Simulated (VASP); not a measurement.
# MoSe: single point with PBE

MoSe:

```xyz
2
Lattice="0.0000 2.8405 2.8405 2.8405 0.0000 2.8405 2.8405 2.8405 0.0000" Properties=species:S:1:pos:R:3 pbc="T T T"
Mo    0.0000    0.0000    0.0000
Se    1.4203    1.4203    1.4203
```

```json
{
 "Program": "VASP 6.6.1",
 "Task": "single point",
 "Functional": "PBE",
 "Potentials or basis": "VASP PAW PBE potentials, release 64 (Mo_sv, Se)",
 "Cutoff": "520 eV",
 "k mesh": "10 × 10 × 10",
 "Occupations": "tetrahedron",
 "Spin": "collinear spin, ferromagnetic start",
 "Starting moments": "[3.0, 0.0] μB"
}
```

- Pressure: 0.1 GPa
- Net moment: 1.16 μB per cell
- Site moments: Mo +1.03; Se -0.01 μB
- Valence electrons inside the program's atomic spheres: Mo 12.43; Se 3.97

Levels at points of the mesh, in eV from the Fermi level:
Spin up:
| k point | band 7 | band 8 | band 9 | band 10 | band 11 | band 12 | band 13 | band 14 |
| --- | --- | --- | --- | --- | --- | --- | --- | --- |
| (0.00, 0.00, 0.00) | -4.99 | -4.99 | -1.06 | -1.06 | 1.10 | 3.99 | 3.99 | 3.99 |
| (0.50, 0.00, 0.00) | -4.63 | -4.63 | -0.71 | -0.71 | -0.34 | 2.01 | 2.01 | 3.65 |
| (0.50, 0.50, 0.00) | -3.90 | -3.90 | -1.65 | -0.36 | -0.35 | 0.44 | 0.44 | 5.64 |
Spin down:
```
           k point  band 7  band 8  band 9  band 10  band 11  band 12
(0.00, 0.00, 0.00)   -4.77   -4.77   -0.08    -0.08     1.31     4.28
(0.50, 0.00, 0.00)   -4.38   -4.38    0.14     0.21     0.21     2.36
(0.50, 0.50, 0.00)   -3.76   -3.76   -1.29     0.45     0.74     0.90
```

Wall time 72 s on 1 thread of Intel(R) Xeon(R) Platinum 8259CL CPU @ 2.50GHz (Skylake/Cascade Lake), with other jobs on the host, peak memory 0.23 GiB.
